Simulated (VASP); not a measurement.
# TlAg3Te2 (Cmmm) in VASP: single point with PBE

Aim: the single point of TlAg3Te2 with PBE.

Everything below comes from runs of VASP 6.6.1. Logs are shortened: lines on timing, memory, paths and dates and some standing lists are left out, and cuts for length are marked.

## Step 1: The cell of the first run

Symmetry: Cmmm, No. 65, orthorhombic system. The conventional cell has a = 4.600 Å, b = 15.450 Å, c = 4.760 Å, α = 90.00°, β = 90.00°, γ = 90.00°. Within 4.0 Å of Tl (site symmetry mmm) lie 4 Te at 3.06 Å and 8 Ag at 3.31 to 3.67 Å. Within 4.0 Å of Ag (site symmetry mmm) lie 4 Te at 3.00 Å and 4 Tl at 3.31 Å and 4 Ag at 3.72 Å. Ag (site symmetry m2m) has 4 Ag at 3.05 to 3.72 Å and 6 Te at 3.44 to 3.78 Å and 2 Tl at 3.67 Å within 4.0 Å. Within 4.0 Å of Te (site symmetry m2m) lie 8 Ag at 3.00 to 3.78 Å and 2 Tl at 3.06 Å and 1 Te at 3.86 Å.

## Step 2: Single point, PBE

INCAR

```
SYSTEM = TlAg3Te2
PREC = Accurate
ENCUT = 520
EDIFF = 1E-7
ISMEAR = -1
SIGMA = 0.03
LREAL = .False.
LASPH = .True.
NELM = 80
ALGO = Normal
ISIF = 2
LWAVE = .False.
LCHARG = .False.
GGA = PE
NBANDS = 38
```

KPOINTS

```
Automatic mesh
0
Gamma
  7 7 7
  0 0 0
```

POSCAR

```
TlAg3Te2
1.0
    2.3000000000     -7.7250000000      0.0000000000
    2.3000000000      7.7250000000      0.0000000000
    0.0000000000      0.0000000000      4.7600000000
Tl Ag Te
1 3 2
Direct
    0.0000000000      0.0000000000      0.0000000000
    0.5000000000      0.5000000000      0.5000000000
    0.3150000000      0.6850000000      0.0000000000
    0.6850000000      0.3150000000      0.0000000000
    0.1250000000      0.8750000000      0.5000000000
    0.8750000000      0.1250000000      0.5000000000
```

Potentials or basis: VASP PAW PBE potentials, release 64 (Tl_d, Ag, Te).

Launch:

```console
> cat potpaw_PBE.64/Tl_d/POTCAR potpaw_PBE.64/Ag/POTCAR potpaw_PBE.64/Te/POTCAR > POTCAR
> mpirun -np 1 vasp_std > vasp.out
```

OUTCAR:

```text
SYSTEM = TlAg3Te2
   PREC = Accurate
   ENCUT = 520
   EDIFF = 1E-7
   ISMEAR = -1
   LREAL = .False.
   LASPH = .True.
   NELM = 80
   ISIF = 2
   GGA = PE

 ion  position               nearest neighbor table
   1  0.000  0.000  0.000-   5 3.06   6 3.06   5 3.06   6 3.06   2 3.31   2 3.31   2 3.31   2 3.31
                             4 3.67   3 3.67   4 3.67   3 3.67
   2  0.500  0.500  0.500-   5 3.00   6 3.00   5 3.00   6 3.00   1 3.31   1 3.31   1 3.31   1 3.31

   3  0.315  0.685  0.000-   4 3.05   4 3.05   6 3.44   6 3.44   6 3.44   6 3.44   1 3.67   1 3.67

   4  0.685  0.315  0.000-   3 3.05   3 3.05   5 3.44   5 3.44   5 3.44   5 3.44   1 3.67   1 3.67

   5  0.125  0.875  0.500-   2 3.00   2 3.00   1 3.06   1 3.06   4 3.44   4 3.44   4 3.44   4 3.44

   6  0.875  0.125  0.500-   2 3.00   2 3.00   1 3.06   1 3.06   3 3.44   3 3.44   3 3.44   3 3.44

  LATTYP: Found a base centered orthorhombic cell.
 ALAT       =     4.6000000000
 B/A-ratio  =     3.3586956522
 C/A-ratio  =     1.0347826087

  Lattice vectors:

 A1 = (   2.3000000000,  -7.7250000000,   0.0000000000)
 A2 = (   2.3000000000,   7.7250000000,   0.0000000000)
 A3 = (   0.0000000000,   0.0000000000,   4.7600000000)

Analysis of symmetry for initial positions (statically):
=====================================================================
 Subroutine PRICEL returns:
 Original cell was already a primitive cell.

 Routine SETGRP: Setting up the symmetry group for a
 base centered orthorhombic supercell.

 Subroutine GETGRP returns: Found  8 space group operations
 (whereof  8 operations were pure point group operations)
 out of a pool of  8 trial point group operations.

The static configuration has the point symmetry D_2h.

Analysis of symmetry for dynamics (positions and initial velocities):
=====================================================================
 Subroutine PRICEL returns:
 Original cell was already a primitive cell.

 Routine SETGRP: Setting up the symmetry group for a
 base centered orthorhombic supercell.

 Subroutine GETGRP returns: Found  8 space group operations
 (whereof  8 operations were pure point group operations)
 out of a pool of  8 trial point group operations.

The dynamic configuration has the point symmetry D_2h.

 Subroutine INISYM returns: Found  8 space group operations
 (whereof  8 operations are pure point group operations),
 and found     1 'primitive' translations

----------------------------------------------------------------------------------------

[... 104 lines left out ...]
   IBRION =     -1    ionic relax: 0-MD 1-quasi-New 2-CG
   NFREE  =      0    steps in history (QN), initial steepest desc. (CG)
   ISIF   =      2    stress and relaxation
   ISYM   =      2    0-nonsym 1-usesym 2-fastsym
   POTIM  = 0.5000    time-step for ionic-motion
   TEBEG  =    0.0;   TEEND  =   0.0 temperature during run
   PSTRESS=    0.0 pullay stress
   NELECT =      58.0000    total number of electrons
   NUPDOWN=      -1.0000    fix difference up-down
   EMIN   =  10.00;   EMAX   =-10.00  energy-range for DOS
   EFERMI =   0.00;   METHOD = LEGACY
   ISMEAR =    -1;   SIGMA  =   0.03  broadening in eV -4-tet -1-fermi 0-gaus
   EFERMI_NEDOS =   21; number of points for ismear=-14 and -15
   IALGO  =     38    algorithm
   IMIX   =      4    mixing-type and parameters
     AMIX     =   0.40;   BMIX     =  1.00
     AMIX_MAG =   1.60;   BMIX_MAG =  1.00
  volume/ion in A,a.u.               =      28.19       190.24
  Fermi-wavevector in a.u.,A,eV,Ry     =   1.145855  2.165352 17.864234  1.312984
  Thomas-Fermi vector in A             =   2.282542
   LORBIT       =      0    0 simple, 1 ext, 2 COOP (PROOUT), +10 PAW based schemes
   GGA     = PE    functional components
   LHFCALC =     F    Hartree Fock is set to
   AEXX    =    0.0000 exact exchange contribution
   IVDW    =     0    specifies the selected vdW correction
   LEPSILON=     F    determine dielectric tensor
   LRPA    =     F    only Hartree local field effects (RPA)
 non-spin polarized calculation
  energy-cutoff  :      520.00
  volume of cell :      169.15
 maximum number of plane-waves:      4589
   NGX = 29   NGY = 29   NGZ = 17

 number of electron      58.0000000 magnetization

 Free energy of the ion-electron system (eV)
  ---------------------------------------------------
  ext. energy  EPLUGINS =         0.00000000
  ---------------------------------------------------
  free energy    TOTEN  =       -15.05480590 eV

  energy without entropy =      -15.04346119  energy(sigma->0) =      -15.04913355

 E-fermi :   5.2841     XC(G=0):  -9.7415

 val. band max:        5.2825862973   @ k =   0.4286   0.2857   0.1429
 cond. band min:       5.2885913414   @ k =   0.1429  -0.0000   0.4286
 fundamental gap:      0.0060050441
 Fermi energy:         5.2840795210

 k-point     1 :       0.0000    0.0000    0.0000
  band No.  band energies     occupation
      1      -6.6718      2.00000
      2      -5.9075      2.00000
      3      -5.8181      2.00000
      4      -5.8042      2.00000
      5      -5.7725      2.00000
      6      -5.5413      2.00000
[... 973 lines left out ...]
     37      10.5549      0.00000
     38      11.0246      0.00000

 [... further k-points ...]

------------------------ aborting loop because EDIFF is reached ----------------------------------------

  FORCE on cell =-STRESS in cart. coord.  units (eV):
  Direction    XX          YY          ZZ          XY          YZ          ZX
  --------------------------------------------------------------------------------------
  -------------------------------------------------------------------------------------
  Total       -5.6250342     -0.0894238      0.2574409      0.0000000      0.0000000      0.0000000
  in kB      -53.2810137     -0.8470334      2.4385122      0.0000000      0.0000000      0.0000000
  external PRESSURE =     -17.2298450 kB  Pullay stress =       0.0000000 kB

 VOLUME and BASIS-vectors are now :
 -----------------------------------------------------------------------------
  energy-cutoff  :      520.00
  volume of cell :      169.15
      direct lattice vectors                 reciprocal lattice vectors
     2.300000000 -7.725000000  0.000000000     0.217391304 -0.064724919  0.000000000
     2.300000000  7.725000000  0.000000000     0.217391304  0.064724919  0.000000000
     0.000000000  0.000000000  4.760000000     0.000000000  0.000000000  0.210084034

 POSITION                                       TOTAL-FORCE (eV/Angst)
 -----------------------------------------------------------------------------------
      0.00000      0.00000      0.00000         0.000000      0.000000      0.000000
      2.30000      0.00000      2.38000         0.000000      0.000000      0.000000
      2.30000      2.85825      0.00000         0.000000      0.221389     -0.000000
      2.30000     -2.85825      0.00000         0.000000     -0.221389      0.000000
      2.30000      5.79375      2.38000         0.000000     -1.371968     -0.000000
      2.30000     -5.79375      2.38000         0.000000      1.371968      0.000000
 -----------------------------------------------------------------------------------
    total drift:                                0.000000      0.000000      0.000000

  FREE ENERGIE OF THE ION-ELECTRON SYSTEM (eV)
  ---------------------------------------------------
  free  energy   TOTEN  =       -15.0548059049 eV

  energy  without entropy=      -15.0434611882  energy(sigma->0) =      -15.04913355
```

Wall time 16 min (1 thread of Oxide Virtual Turin-like, shared host); peak memory 0.56 GiB.

What came out:

| Property | Result |
| --- | --- |
| Free energy | -15.0548 eV |
| Pressure | -1.7 GPa |
| Largest force | 1.372 eV/Å |
| Band gap on the k mesh | zero (bands 29 and 30 overlap by 0.55 eV) |

Forces on the atoms (eV/Å):
```
Tl   0.000  0.000  0.000
Ag   0.000  0.000  0.000
Ag   0.000  0.221  0.000
Ag   0.000 -0.221  0.000
Te   0.000 -1.372  0.000
Te   0.000  1.372  0.000
```

Caveat: spin-orbit coupling is left out, which moves the levels of the heavy elements; forces of over 1 eV/Å act on the atoms, so gaps and moduli don't describe the material at rest.
